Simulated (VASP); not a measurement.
Input of a VASP 6.6.1 run:

POSCAR

```
MgSi
1.0
    2.9083940000      0.0000000000      0.0000000000
    0.0000000000      2.9083940000      0.0000000000
    0.0000000000      0.0000000000      4.1034270000
Mg Si
1 1
Direct
    0.0000000000      0.0000000000      0.0000000000
    0.5000000000      0.5000000000      0.5121849371
```

INCAR.step1

```
PREC     = Accurate       # precision mode
ENCUT    = 520            # plane-wave cutoff, eV
ISMEAR   = 0              # smearing method
SIGMA    = 0.15           # smearing width, eV
LREAL    = False          # projectors in reciprocal space
LASPH    = True           # aspherical terms in the spheres
NELM     = 100            # most SCF steps
NBANDS   = 10             # bands
GGA      = PE             # functional
ALGO     = Normal         # electronic algorithm
EDIFF    = 1E-4           # SCF threshold, eV
LWAVE    = True           # write WAVECAR
LCHARG   = False          # write CHGCAR
```

INCAR.step2

```
PREC     = Accurate       # precision mode
ENCUT    = 520            # plane-wave cutoff, eV
EDIFF    = 1E-7           # SCF threshold, eV
ISMEAR   = 0              # smearing method
SIGMA    = 0.15           # smearing width, eV
LREAL    = False          # projectors in reciprocal space
LASPH    = True           # aspherical terms in the spheres
NELM     = 100            # most SCF steps
ALGO     = Normal         # electronic algorithm
ISIF     = 2              # what is computed and relaxed
LWAVE    = False          # write WAVECAR
LCHARG   = True           # write CHGCAR
METAGGA  = R2SCAN         # meta-GGA
LMIXTAU  = True         
LELF     = True           # ELF
LVHAR    = True         
NBANDS   = 10             # bands
ISTART   = 1
```

KPOINTS

```
Automatic mesh
0
Gamma
  16 16 12
```

Potentials or basis: VASP PAW PBE potentials, release 64 (Mg, Si).

The run is started by

```sh
$ cat potpaw_PBE.64/Mg/POTCAR potpaw_PBE.64/Si/POTCAR > POTCAR
$ cp INCAR.step1 INCAR
$ mpirun -np 1 vasp_std > vasp.out
$ cp INCAR.step2 INCAR
$ mpirun -np 1 vasp_std > vasp.out
```

(1) Predict the pressure.

(2) Predict the band gap on the k mesh.

Answers

(1) -1.5 GPa.

(2) zero (band 3 reaches 11.34 eV, above the bottom of band 4 at 4.67 eV).

Caveat: the cell differs from its parent crystal (all Si atoms moved +0.050 Å, as atom 2 along Cartesian [0 0 1]); the PAW data sets were made with another functional, which shifts forces and pressure a little.
